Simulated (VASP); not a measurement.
# C (P6_3/mmc) in VASP: notebook, part 2 of 2

VASP 6.6.1. Earlier steps stand in the parts before.

## 4. Single point, PBE+D3(BJ) (strain +0.040 along x and y, -0.080 along z)

Contents of INCAR:

```
  PREC = Accurate
  ENCUT = 520
  EDIFF = 1E-6
  ISMEAR = 0
  SIGMA = 0.15
  LREAL = F
  LASPH = T
  NELM = 100
  ALGO = Normal
  ISIF = 2
  LWAVE = F
  LCHARG = F
  GGA = PE
  IVDW = 12
  NBANDS = 16
```

Contents of KPOINTS:

```
regular mesh
0
Gamma
  24 24 8
```

Contents of POSCAR:

```
C
1.0
    2.5635788521      0.0000000000      0.0000000000
   -1.2817894260      2.2201244105      0.0000000000
    0.0000000000      0.0000000000      6.1993580202
C
4
Direct
    0.0000000000      0.0000000000      0.0025000000
    0.0000000000      0.0000000000      0.5025000000
    0.3333333333      0.6666666667      0.0025000000
    0.6666666667      0.3333333333      0.5025000000
```

Potentials or basis: VASP PAW PBE potentials, release 64 (C).

Command:

```sh
> cat potpaw_PBE.64/C/POTCAR > POTCAR
> mpirun -np 1 vasp_std > vasp.out
```

OUTCAR:

```text
PREC = Accurate
   ENCUT = 520
   EDIFF = 1E-6
   ISMEAR = 0
   LREAL = F
   LASPH = T
   NELM = 100
   ISIF = 2
   GGA = PE
   IVDW = 12
 IVDW          = 12

 ion  position               nearest neighbor table
   1  0.000  0.000  0.002-   3 1.48   3 1.48   3 1.48
   2  0.000  0.000  0.502-   4 1.48   4 1.48   4 1.48
   3  0.333  0.667  0.002-   1 1.48   1 1.48   1 1.48
   4  0.667  0.333  0.502-   2 1.48   2 1.48   2 1.48

  LATTYP: Found a hexagonal cell.
 ALAT       =     2.5635788521
 C/A-ratio  =     2.4182435485

  Lattice vectors:

 A1 = (   2.5635788521,   0.0000000000,   0.0000000000)
 A2 = (  -1.2817894260,   2.2201244105,   0.0000000000)
 A3 = (   0.0000000000,   0.0000000000,   6.1993580202)

Analysis of symmetry for initial positions (statically):
=====================================================================
 Subroutine PRICEL returns:
 Original cell was already a primitive cell.

 Routine SETGRP: Setting up the symmetry group for a
 hexagonal supercell.

[... 173 lines left out ...]
 E-fermi :   4.6630     XC(G=0): -10.6131

 val. band max:        4.6586598672   @ k =   0.3333   0.3333   0.2500
 cond. band min:       4.6900503110   @ k =   0.3333   0.3333   0.3750
 fundamental gap:      0.0313904437
 Fermi energy:         4.6629653965

 k-point     1 :       0.0000    0.0000    0.0000
  band No.  band energies     occupation
      1     -14.1662      2.00000
      2     -13.6027      2.00000
      3      -3.4784      2.00000
      4      -0.5118      2.00000
      5       1.6412      2.00000
      6       1.6412      2.00000
[... 433 lines left out ...]
      3      -7.7504      2.00000
      4      -7.5095      2.00000
      5      -1.5548      2.00000
      6      -1.4121      2.00000
[... 8 lines left out ...]
     15      19.0300      0.00000
     16      19.8204      0.00000

 [... further k-points ...]

------------------------ aborting loop because EDIFF is reached ----------------------------------------

 Edisp (eV)   -0.66113

 E8    (eV) :    -0.1894

  FORCE on cell =-STRESS in cart. coord.  units (eV):
  Direction    XX          YY          ZZ          XY          YZ          ZX
  --------------------------------------------------------------------------------------
  -------------------------------------------------------------------------------------
  Total     -10.08639   -10.08639     1.01494    -0.00000    -0.00000     0.00000
  in kB    -458.01053  -458.01053    46.08714    -0.00000    -0.00000     0.00000
  external pressure =     -289.98 kB  Pullay stress =        0.00 kB

 VOLUME and BASIS-vectors are now :
 -----------------------------------------------------------------------------
  energy-cutoff  :      520.00
  volume of cell :       35.28
      direct lattice vectors                 reciprocal lattice vectors
     2.563578852  0.000000000  0.000000000     0.390079673  0.225212604  0.000000000
    -1.281789426  2.220124410  0.000000000     0.000000000  0.450425208  0.000000000
     0.000000000  0.000000000  6.199358020     0.000000000  0.000000000  0.161307025

 POSITION                                       TOTAL-FORCE (eV/Angst)
 -----------------------------------------------------------------------------------
      0.00000      0.00000      0.01550        -0.000000      0.000000     -0.000000
      0.00000      0.00000      3.11518         0.000000      0.000000     -0.000000
     -0.00000      1.48008      0.01550         0.000000     -0.000000     -0.000000
      1.28179      0.74004      3.11518        -0.000000      0.000000      0.000000
 -----------------------------------------------------------------------------------
    total drift:                                0.000000      0.000000      0.000000

  FREE ENERGIE OF THE ION-ELECTRON SYSTEM (eV)
  ---------------------------------------------------
  free  energy   TOTEN  =       -37.0296368286 eV

  energy  without entropy=      -37.0289242795  energy(sigma->0) =      -37.02928055
```

OSZICAR:

```text
N       E                     dE             d eps       ncg     rms          rms(c)
DAV:   1     0.272644894323E+02    0.27264E+02   -0.78704E+03  9768   0.931E+02
DAV:   2    -0.353707266478E+02   -0.62635E+02   -0.56852E+02 13728   0.177E+02
DAV:   3    -0.378937635444E+02   -0.25230E+01   -0.25125E+01 12752   0.327E+01
DAV:   4    -0.379147070323E+02   -0.20943E-01   -0.20922E-01 12304   0.355E+00
DAV:   5    -0.379150400030E+02   -0.33297E-03   -0.33293E-03 12464   0.423E-01    0.765E+00
DAV:   6    -0.367367276764E+02    0.11783E+01   -0.83362E-01 12264   0.553E+00    0.447E+00
DAV:   7    -0.363639311692E+02    0.37280E+00   -0.98324E-01 12432   0.619E+00    0.113E+00
DAV:   8    -0.363684982574E+02   -0.45671E-02   -0.47007E-02 11584   0.124E+00    0.119E-01
DAV:   9    -0.363683865237E+02    0.11173E-03   -0.63886E-04 12888   0.176E-01    0.613E-02
DAV:  10    -0.363685073966E+02   -0.12087E-03   -0.21060E-04 11200   0.957E-02    0.440E-02
DAV:  11    -0.363685066584E+02    0.73827E-06   -0.31369E-05 12776   0.384E-02    0.322E-03
DAV:  12    -0.363685065506E+02    0.10778E-06   -0.12804E-06 11344   0.743E-03
   1 F= -.37029637E+02 E0= -.37029281E+02  d E =-.712549E-03
```

stdout:

```text
POSCAR found type information on POSCAR C
 POSCAR found :  1 types and       4 ions
 scaLAPACK will be used
 LDA part: xc-table for (Slater+PW92), standard interpolation
 POSCAR, INCAR and KPOINTS ok, starting setup
 FFT: planning ... GRIDC
 FFT: planning ... GRID_SOFT
 FFT: planning ... GRID
 WAVECAR not read
 entering main loop
```

It took 51 s on 1 thread of Intel Xeon 6975P-C (Granite Rapids), shared host; peak memory 0.25 GiB.

Results:

```yaml
Free_energy: -37.0296 eV
Pressure: -29.0 GPa
Band_gap_on_the_k_mesh: zero (band 8 reaches 4.69 eV, above the bottom of band 9 at 4.61 eV)
Dispersion_energy_per_atom: -0.165 eV
```

Stress tensor (GPa, compression positive):
```
-45.80   0.00   0.00
  0.00 -45.80   0.00
  0.00   0.00   4.61
```

Levels at points of the mesh, in eV from the Fermi level:
| k point | band 4 | band 5 | band 6 | band 7 | band 8 | band 9 | band 10 | band 11 | band 12 | band 13 |
| --- | --- | --- | --- | --- | --- | --- | --- | --- | --- | --- |
| (0.00, 0.00, 0.00) | -5.17 | -3.02 | -3.02 | -2.97 | -2.97 | 5.58 | 7.59 | 7.59 | 7.70 | 7.70 |
| (0.50, 0.00, 0.00) | -12.36 | -6.09 | -5.96 | -2.81 | -1.78 | 1.63 | 2.37 | 5.98 | 6.66 | 11.61 |
| (0.00, 0.00, 0.50) | -6.83 | -3.00 | -3.00 | -3.00 | -3.00 | 7.64 | 7.64 | 7.64 | 7.64 | 8.89 |
| (0.50, 0.00, 0.50) | -12.47 | -6.03 | -6.03 | -2.11 | -2.11 | 1.60 | 1.60 | 6.32 | 6.32 | 12.69 |

Caveat: the cell differs from its parent crystal (strain +0.040 along x and y, -0.080 along z).

## 5. Single point, PBE+D3(BJ) (strain +0.080 along x and y, +0.040 along z)

Contents of INCAR:

```
SYSTEM = C
PREC     = Accurate       ! precision mode
ENCUT    = 520            ! plane-wave cutoff, eV
EDIFF    = 1E-7           ! SCF threshold, eV
ISMEAR   = 0              ! smearing method
SIGMA    = 0.15           ! smearing width, eV
LREAL    = .False.        ! projectors in reciprocal space
LASPH    = .True.         ! aspherical terms in the spheres
NELM     = 60             ! most SCF steps
ALGO     = Normal         ! electronic algorithm
ISIF     = 2              ! what is computed and relaxed
LWAVE    = .False.        ! write WAVECAR
LCHARG   = .False.        ! write CHGCAR
GGA      = PE             ! functional
IVDW     = 12             ! dispersion correction
NBANDS   = 16             ! bands
```

Contents of KPOINTS:

```
Automatic mesh
0
Gamma
  24 24 8
  0 0 0
```

Contents of POSCAR:

```
C
1.0
    2.6621780387      0.0000000000      0.0000000000
   -1.3310890193      2.3055138109      0.0000000000
    0.0000000000      0.0000000000      7.0079699359
C
4
Direct
    0.0000000000      0.0000000000      0.0025000000
    0.0000000000      0.0000000000      0.5025000000
    0.3333333333      0.6666666667      0.0025000000
    0.6666666667      0.3333333333      0.5025000000
```

Command:

```sh
> cat potpaw_PBE.64/C/POTCAR > POTCAR
> mpirun -np 1 vasp_std > vasp.out
```

Run time: 3.6 min. Hardware: 1 thread of AMD EPYC 7R13 (Zen 3), shared host; peak memory 0.24 GiB.

Results (log left out):

```
Free energy                : -36.0175 eV
Pressure                   : -44.1 GPa
Band gap on the k mesh     : zero (band 8 reaches 3.02 eV, above the bottom of band 9 at 3.00 eV)
Dispersion energy per atom : -0.134 eV
```

Stress tensor (GPa, compression positive):
```
-65.89   0.00   0.00
  0.00 -65.89   0.00
  0.00   0.00  -0.40
```

Levels at points of the mesh, in eV from the Fermi level:
```csv
k point,band 4,band 5,band 6,band 7,band 8,band 9,band 10,band 11,band 12,band 13
"(0.00, 0.00, 0.00)",-5.26,-3.04,-3.04,-3.02,-3.02,4.78,6.92,6.92,6.97,6.97
"(0.50, 0.00, 0.00)",-11.82,-5.78,-5.72,-2.28,-1.69,1.43,1.91,5.15,5.43,10.69
"(0.00, 0.00, 0.50)",-6.19,-3.03,-3.03,-3.03,-3.03,6.95,6.95,6.95,6.95,7.10
"(0.50, 0.00, 0.50)",-11.86,-5.75,-5.75,-1.94,-1.94,1.53,1.53,5.29,5.29,11.54
```

Caveat: the cell differs from its parent crystal (strain +0.080 along x and y, +0.040 along z).

## 6. Single point, PBE+D3(BJ) (strain +0.080 along x and y, +0.080 along z)

Contents of INCAR:

```
SYSTEM = C
PREC = Accurate
ENCUT = 520
EDIFF = 1E-6
ISMEAR = 0
SIGMA = 0.15
LREAL = .FALSE.
LASPH = .TRUE.
NELM = 80
ALGO = Normal
ISIF = 2
LWAVE = .FALSE.
LCHARG = .FALSE.
GGA = PE
IVDW = 12
NBANDS = 16
```

Contents of KPOINTS:

```
regular mesh
0
G
  24 24 8
  0 0 0
```

POSCAR: that of step 5 with these lines changed.

```diff
@@ -4,3 +4,3 @@
    -1.3310890193      2.3055138109      0.0000000000
-    0.0000000000      0.0000000000      7.0079699359
+    0.0000000000      0.0000000000      7.2775072412
 C
```

Potentials or basis: VASP PAW PBE potentials, release 64 (C).

Command:

```sh
> cat potpaw_PBE.64/C/POTCAR > POTCAR
> mpirun -np 1 vasp_std > vasp.out
```

Wall time 2.8 min (1 thread of AMD EPYC 7R13 (Zen 3), shared host); peak memory 0.25 GiB.

It converged, with:

| Property | Result |
| --- | --- |
| Free energy | -36.0109 eV |
| Pressure | -42.5 GPa |
| Band gap on the k mesh | zero (band 8 reaches 2.74 eV, above the bottom of band 9 at 2.72 eV) |
| Dispersion energy per atom | -0.128 eV |

Stress tensor (GPa, compression positive):
```
-63.32   0.00   0.00
  0.00 -63.32   0.00
  0.00   0.00  -0.95
```

Levels at points of the mesh, in eV from the Fermi level:
```tsv
k point	band 4	band 5	band 6	band 7	band 8	band 9	band 10	band 11	band 12	band 13
(0.00, 0.00, 0.00)	-5.43	-3.05	-3.05	-3.04	-3.04	4.52	6.92	6.92	6.96	6.96
(0.50, 0.00, 0.00)	-11.83	-5.78	-5.74	-2.21	-1.73	1.42	1.84	5.18	5.39	10.54
(0.00, 0.00, 0.50)	-6.19	-3.04	-3.04	-3.04	-3.04	6.59	6.59	6.94	6.94	6.94
(0.50, 0.00, 0.50)	-11.86	-5.76	-5.76	-1.94	-1.94	1.53	1.53	5.29	5.29	11.37
```

Caveat: the cell differs from its parent crystal (strain +0.080 along x and y, +0.080 along z).

## 7. Summary

| cell | gap on the mesh (eV) | pressure (GPa) |
| --- | --- | --- |
| a = 2.366, b = 2.366, c = 7.008 Å, angles 90.0, 90.0, 120.0°, 4 atoms | none | 41.1 |
| a = 2.366, b = 2.366, c = 7.278 Å, angles 90.0, 90.0, 120.0°, 4 atoms | none | 39.3 |
| a = 2.564, b = 2.564, c = 6.199 Å, angles 90.0, 90.0, 120.0°, 4 atoms | none | -29.0 |
| a = 2.662, b = 2.662, c = 7.008 Å, angles 90.0, 90.0, 120.0°, 4 atoms | none | -44.1 |
| a = 2.662, b = 2.662, c = 7.278 Å, angles 90.0, 90.0, 120.0°, 4 atoms | none | -42.5 |

Alike in all rows: task single point; level PBE+D3(BJ); potentials or basis VASP PAW PBE potentials, release 64 (C); no spin polarisation; k mesh 24 × 24 × 8; cutoff (eV) 520; smearing gaussian 0.15 eV.

Total energies depend on the potentials used, so only differences within one code and one set of settings carry meaning.
